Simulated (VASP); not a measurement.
# Ba3SiS (Pm-3m) in VASP: notebook, part 2 of 2

VASP 6.6.1. Earlier steps stand in the parts before.

## (4) Single point, PBE

This run uses another cell than the first one, of 47.67 Å³/atom, 1.428 times its volume.

The input, INCAR:

```
PREC = Accurate
ENCUT = 520
EDIFF = 1E-6
ISMEAR = 0
SIGMA = 0.1
LREAL = F
LASPH = T
NELM = 80
ALGO = Normal
ISIF = 2
LWAVE = F
LCHARG = F
GGA = PE
NBANDS = 28
```

The input, KPOINTS:

```
Automatic mesh
0
Gamma
  6 6 6
```

The input, POSCAR:

```
Ba3SiS
1.0
    6.2003654849      0.0000000000      0.0000000000
    0.0000000000      6.2003654849      0.0000000000
    0.0000000000      0.0000000000      6.2003654849
Ba Si S
3 1 1
Direct
    0.5000000000      0.0000000000      0.5000000000
    0.0000000000      0.5000000000      0.5000000000
    0.5000000000      0.5000000000      0.0000000000
    0.5000000000      0.5000000000      0.5000000000
    0.0000000000      0.0000000000      0.0000000000
```

Potentials or basis: VASP PAW PBE potentials, release 64 (Ba_sv, Si, S).

Run with:

```console
cat potpaw_PBE.64/Ba_sv/POTCAR potpaw_PBE.64/Si/POTCAR potpaw_PBE.64/S/POTCAR > POTCAR
mpirun -np 1 vasp_std > vasp.out
```

OUTCAR:

```text
PREC = Accurate
   ENCUT = 520
   EDIFF = 1E-6
   ISMEAR = 0
   LREAL = F
   LASPH = T
   NELM = 80
   ISIF = 2
   GGA = PE

 ion  position               nearest neighbor table
   1  0.500  0.000  0.500-   4 3.10   4 3.10   2 4.38   3 4.38   2 4.38   3 4.38   3 4.38   3 4.38
                             2 4.38   2 4.38
   2  0.000  0.500  0.500-   4 3.10   4 3.10   1 4.38   3 4.38   1 4.38   1 4.38   3 4.38   3 4.38
                             3 4.38   1 4.38
   3  0.500  0.500  0.000-   4 3.10   4 3.10   1 4.38   1 4.38   2 4.38   2 4.38   1 4.38   1 4.38
                             2 4.38   2 4.38
   4  0.500  0.500  0.500-   1 3.10   2 3.10   3 3.10   3 3.10   1 3.10   2 3.10
   5  0.000  0.000  0.000-

  LATTYP: Found a simple cubic cell.
 ALAT       =     6.2003654849

  Lattice vectors:

 A1 = (   6.2003654849,   0.0000000000,   0.0000000000)
 A2 = (   0.0000000000,   6.2003654849,   0.0000000000)
 A3 = (   0.0000000000,   0.0000000000,   6.2003654849)

Analysis of symmetry for initial positions (statically):
=====================================================================
 Subroutine PRICEL returns:
 Original cell was already a primitive cell.

 Routine SETGRP: Setting up the symmetry group for a
 simple cubic supercell.

 Subroutine GETGRP returns: Found 48 space group operations
 (whereof 48 operations were pure point group operations)
 out of a pool of 48 trial point group operations.

The static configuration has the point symmetry O_h .

Analysis of symmetry for dynamics (positions and initial velocities):
=====================================================================
 Subroutine PRICEL returns:
 Original cell was already a primitive cell.

 Routine SETGRP: Setting up the symmetry group for a
 simple cubic supercell.

 Subroutine GETGRP returns: Found 48 space group operations
 (whereof 48 operations were pure point group operations)
 out of a pool of 48 trial point group operations.

The dynamic configuration has the point symmetry O_h .

 Subroutine INISYM returns: Found 48 space group operations
 (whereof 48 operations are pure point group operations),
 and found     1 'primitive' translations

----------------------------------------------------------------------------------------

                                     Primitive cell

  volume of cell :     238.3702

  direct lattice vectors                    reciprocal lattice vectors
     6.200365485  0.000000000  0.000000000     0.161280815  0.000000000  0.000000000
     0.000000000  6.200365485  0.000000000     0.000000000  0.161280815  0.000000000
     0.000000000  0.000000000  6.200365485     0.000000000  0.000000000  0.161280815

  length of vectors
     6.200365485  6.200365485  6.200365485     0.161280815  0.161280815  0.161280815

  position of ions in fractional coordinates (direct lattice)
     0.500000000  0.000000000  0.500000000
     0.000000000  0.500000000  0.500000000
     0.500000000  0.500000000  0.000000000
     0.500000000  0.500000000  0.500000000
     0.000000000  0.000000000  0.000000000

  ion indices of the primitive-cell ions
   primitive index   ion index
                 1           1
                 2           2
[... 27 lines left out ...]

 Found     20 irreducible k-points:

 Following reciprocal coordinates:
            Coordinates               Weight
  0.000000  0.000000  0.000000      1.000000
  0.166667  0.000000  0.000000      6.000000
  0.333333  0.000000  0.000000      6.000000
  0.500000  0.000000  0.000000      3.000000
  0.166667  0.166667  0.000000     12.000000
  0.333333  0.166667  0.000000     24.000000
[... 12 lines left out ...]
  0.500000  0.500000  0.333333      6.000000
  0.500000  0.500000  0.500000      1.000000
   k-points           NKPTS =     20   k-points in BZ     NKDIM =     20   number of bands    NBANDS=     28
   number of dos      NEDOS =    301   number of ions     NIONS =      5
   total plane-waves  NPLWV = 110592
   dimension x,y,z NGX =    48 NGY =   48 NGZ =   48
   dimension x,y,z NGXF=    96 NGYF=   96 NGZF=   96
   ions per type =               3   1   1
   NGX,Y,Z   is equivalent  to a cutoff of  12.87, 12.87, 12.87 a.u.
   NGXF,Y,Z  is equivalent  to a cutoff of  25.74, 25.74, 25.74 a.u.
 SYSTEM =  unknown system
   PREC   = accura    normal or accurate (medium, high low for compatibility)
   ISTART =      0    job   : 0-new  1-cont  2-samecut
   ICHARG =      2    charge: 1-file 2-atom 10-const
   ISPIN  =      1    spin polarized calculation?
   LNONCOLLINEAR =      F non collinear calculations
   LSORBIT =      F    spin-orbit coupling
   LASPH  =      T    aspherical Exc in radial PAW
   ENCUT  =  520.0 eV  38.22 Ry    6.18 a.u.  11.53 11.53 11.53*2*pi/ulx,y,z
   NELM   =     80;   NELMIN=  2; NELMDL= -5     # of ELM steps
   EDIFF  = 0.1E-05   stopping-criterion for ELM
   LREAL  =      F    real-space projection
   EDIFFG = 0.1E-04   stopping-criterion for IOM
   NSW    =      0    number of steps for IOM
   IBRION =     -1    ionic relax: 0-MD 1-quasi-New 2-CG
   NFREE  =      0    steps in history (QN), initial steepest desc. (CG)
   ISIF   =      2    stress and relaxation
   ISYM   =      2    0-nonsym 1-usesym 2-fastsym
   POTIM  = 0.5000    time-step for ionic-motion
   TEBEG  =    0.0;   TEEND  =   0.0 temperature during run
   PSTRESS=    0.0 pullay stress
   NELECT =      40.0000    total number of electrons
   NUPDOWN=      -1.0000    fix difference up-down
   EMIN   =  10.00;   EMAX   =-10.00  energy-range for DOS
   EFERMI =   0.00;   METHOD = LEGACY
   ISMEAR =     0;   SIGMA  =   0.10  broadening in eV -4-tet -1-fermi 0-gaus
   EFERMI_NEDOS =   21; number of points for ismear=-14 and -15
   IALGO  =     38    algorithm
   IMIX   =      4    mixing-type and parameters
     AMIX     =   0.40;   BMIX     =  1.00
     AMIX_MAG =   1.60;   BMIX_MAG =  1.00
  volume/ion in A,a.u.               =      47.67       321.72
  Fermi-wavevector in a.u.,A,eV,Ry     =   0.902979  1.706382 11.093791  0.815371
  Thomas-Fermi vector in A             =   2.026248
   LORBIT       =      0    0 simple, 1 ext, 2 COOP (PROOUT), +10 PAW based schemes
   GGA     = PE    functional components
   LHFCALC =     F    Hartree Fock is set to
   AEXX    =    0.0000 exact exchange contribution
   IVDW    =     0    specifies the selected vdW correction
   LEPSILON=     F    determine dielectric tensor
   LRPA    =     F    only Hartree local field effects (RPA)
 non-spin polarized calculation
 Gauss-broadening in eV      SIGMA  =   0.10
  energy-cutoff  :      520.00
  volume of cell :      238.37
 maximum number of plane-waves:      6488
 NGX is ok and might be reduce to    48
   NGX = 23   NGY = 23   NGZ = 23

 number of electron      40.0000004 magnetization

 Free energy of the ion-electron system (eV)
  ---------------------------------------------------
  ext. energy  EPLUGINS =         0.00000000
  ---------------------------------------------------
  free energy    TOTEN  =       -16.97032883 eV

  energy without entropy =      -16.96026152  energy(sigma->0) =      -16.96529518

 E-fermi :   1.9790     XC(G=0):  -7.3770

 val. band max:        1.9398817491   @ k =   0.1667   0.1667   0.0000
 cond. band min:       2.0140207187   @ k =   0.1667   0.0000   0.0000
 fundamental gap:      0.0741389696
 Fermi energy:         1.9790220537

 k-point     1 :       0.0000    0.0000    0.0000
  band No.  band energies     occupation
      1     -26.8027      2.00000
      2     -26.7480      2.00000
      3     -26.7480      2.00000
      4     -12.2146      2.00000
      5     -12.2146      2.00000
      6     -12.2146      2.00000
[... 609 lines left out ...]
     27       3.7901      0.00000
     28       5.1309      0.00000

------------------------ aborting loop because EDIFF is reached ----------------------------------------

  FORCE on cell =-STRESS in cart. coord.  units (eV):
  Direction    XX          YY          ZZ          XY          YZ          ZX
  --------------------------------------------------------------------------------------
  -------------------------------------------------------------------------------------
  Total        0.3691564      0.3691564      0.3691564      0.0000000     -0.0000000      0.0000000
  in kB        2.4812420      2.4812420      2.4812420      0.0000000     -0.0000000      0.0000000
  external PRESSURE =       2.4812420 kB  Pullay stress =       0.0000000 kB

 VOLUME and BASIS-vectors are now :
 -----------------------------------------------------------------------------
  energy-cutoff  :      520.00
  volume of cell :      238.37
      direct lattice vectors                 reciprocal lattice vectors
     6.200365485  0.000000000  0.000000000     0.161280815  0.000000000  0.000000000
     0.000000000  6.200365485  0.000000000     0.000000000  0.161280815  0.000000000
     0.000000000  0.000000000  6.200365485     0.000000000  0.000000000  0.161280815

 POSITION                                       TOTAL-FORCE (eV/Angst)
 -----------------------------------------------------------------------------------
      3.10018      0.00000      3.10018         0.000000      0.000000      0.000000
      0.00000      3.10018      3.10018         0.000000      0.000000      0.000000
      3.10018      3.10018      0.00000         0.000000      0.000000      0.000000
      3.10018      3.10018      3.10018         0.000000      0.000000      0.000000
      0.00000      0.00000      0.00000         0.000000      0.000000      0.000000
 -----------------------------------------------------------------------------------
    total drift:                                0.000000      0.000000     -0.000000

  FREE ENERGIE OF THE ION-ELECTRON SYSTEM (eV)
  ---------------------------------------------------
  free  energy   TOTEN  =       -16.9703288297 eV

  energy  without entropy=      -16.9602615238  energy(sigma->0) =      -16.96529518
```

stdout:

```text
POSCAR found type information on POSCAR BaSiS
 POSCAR found :  3 types and       5 ions
 scaLAPACK will be used
 LDA part: xc-table for (Slater+PW92), standard interpolation
 POSCAR, INCAR and KPOINTS ok, starting setup
 FFT: planning ... GRIDC
 FFT: planning ... GRID_SOFT
 FFT: planning ... GRID
 WAVECAR not read
 entering main loop
```

It took 2.5 min on 1 thread of Intel Xeon Platinum 8259CL at 2.50GHz (Skylake/Cascade Lake), shared host; peak memory 0.39 GiB.

Results:

```yaml
Free_energy: -16.9703 eV
Pressure: 0.2 GPa
Band_gap_on_the_k_mesh: zero (band 20 reaches 2.16 eV, above the bottom of band 21 at 1.94 eV)
```

Caveat: spin-orbit coupling is left out, which moves the levels of the heavy elements.

## (5) Relaxation of cell and atoms, PBE

The input, INCAR:

```
SYSTEM = Ba3SiS
ALGO = Normal
EDIFF = 1E-7
EDIFFG = -0.04
ENCUT = 600
GGA = PE
IBRION = 2
ISIF = 3
ISMEAR = 0
LASPH = .True.
LCHARG = .False.
LREAL = .False.
LWAVE = .False.
NELM = 60
NSW = 90
PREC = Accurate
SIGMA = 0.1
```

The input, KPOINTS:

```
k-points
0
Gamma
  4 4 4
  0 0 0
```

Edit POSCAR of step 4 so:

```diff
@@ -2,5 +2,5 @@
 1.0
-    6.2003654849      0.0000000000      0.0000000000
-    0.0000000000      6.2003654849      0.0000000000
-    0.0000000000      0.0000000000      6.2003654849
+    5.5065866900      0.0000000000      0.0000000000
+    0.0000000000      5.5065866900      0.0000000000
+    0.0000000000      0.0000000000      5.5065866900
 Ba Si S
```

Run with:

```console
cat potpaw_PBE.64/Ba_sv/POTCAR potpaw_PBE.64/Si/POTCAR potpaw_PBE.64/S/POTCAR > POTCAR
mpirun -np 1 vasp_std > vasp.out
```

Run time: 4.3 min. Hardware: 1 thread of Intel Xeon Platinum 8259CL at 2.50GHz (Skylake/Cascade Lake), shared host; peak memory 0.36 GiB.

It converged, with:

* Free energy: -16.9664 eV
* Relaxed volume: 48.34 Å³/atom
* Relaxed cell: a = 6.229 Å, b = 6.229 Å, c = 6.229 Å, α = 90.00°, β = 90.00°, γ = 90.00°
* Space group after relaxing (to 0.05 Å): Pm-3m (No. 221)
* Energy gained by relaxing: 399.4 meV/atom
* Ionic steps: 4
* Pressure after relaxing: 0.0 GPa
* Band gap on the k mesh: zero (band 20 reaches 2.12 eV, above the bottom of band 21 at 1.98 eV)

Step by step:
```tsv
step	energy change (eV)	largest force (eV/Å)	pressure (GPa)	volume (Å³)
1	0.0000	0.0000	11.25	166.97
2	-1.9652	0.0000	0.94	230.26
3	-1.9754	0.0000	-0.69	251.15
4	-1.9968	0.0000	-0.02	241.71
```

Final structure:
```xyz
5
Lattice="6.2292 0.0000 0.0000 0.0000 6.2292 0.0000 0.0000 0.0000 6.2292" Properties=species:S:1:pos:R:3 pbc="T T T"
Ba    3.1146    0.0000    3.1146
Ba    0.0000    3.1146    3.1146
Ba    3.1146    3.1146    0.0000
Si    3.1146    3.1146    3.1146
S     0.0000    0.0000    0.0000
```

Levels at points of the mesh, in eV from the Fermi level:
```tsv
k point	band 17	band 18	band 19	band 20	band 21	band 22	band 23	band 24
(0.00, 0.00, 0.00)	-1.77	-0.75	0.14	0.14	0.14	0.19	0.19	0.46
(0.50, 0.00, 0.00)	-1.88	-1.59	-0.21	-0.21	0.36	0.55	0.92	1.12
(0.50, 0.50, 0.00)	-1.95	-1.60	-1.60	-0.63	1.29	1.34	1.34	1.66
(0.50, 0.50, 0.50)	-2.18	-1.91	-1.91	-1.91	0.66	1.49	1.49	1.49
```

Caveat: the volume moved by over 15 % at a fixed basis, so the end points are rough; spin-orbit coupling is left out, which moves the levels of the heavy elements.

## (6) The runs side by side

| task | cell | k mesh | cutoff (eV) | gap on the mesh (eV) | pressure (GPa) |
| --- | --- | --- | --- | --- | --- |
| single point | a = 5.507 Å, 5 atoms | 4 × 4 × 4 | 520 | none | 11.2 |
| single point | a = 6.182 Å, 5 atoms | 4 × 4 × 4 | 520 | none | 0.4 |
| single point | a = 6.200 Å, 5 atoms | 6 × 6 × 6 | 520 | none | 0.2 |
| relaxation of cell and atoms | relaxed from a = 5.507 Å, 5 atoms | 4 × 4 × 4 | 600 | none | 0.0 |

Alike in all rows: level PBE; potentials or basis VASP PAW PBE potentials, release 64 (Ba_sv, Si, S); no spin polarisation; smearing gaussian 0.1 eV.

Caveats: spin-orbit coupling is left out, which moves the levels of the heavy elements; the volume moved by over 15 % at a fixed basis, so the end points are rough (some runs).

Absolute energies hang on the potentials; compare differences alone.
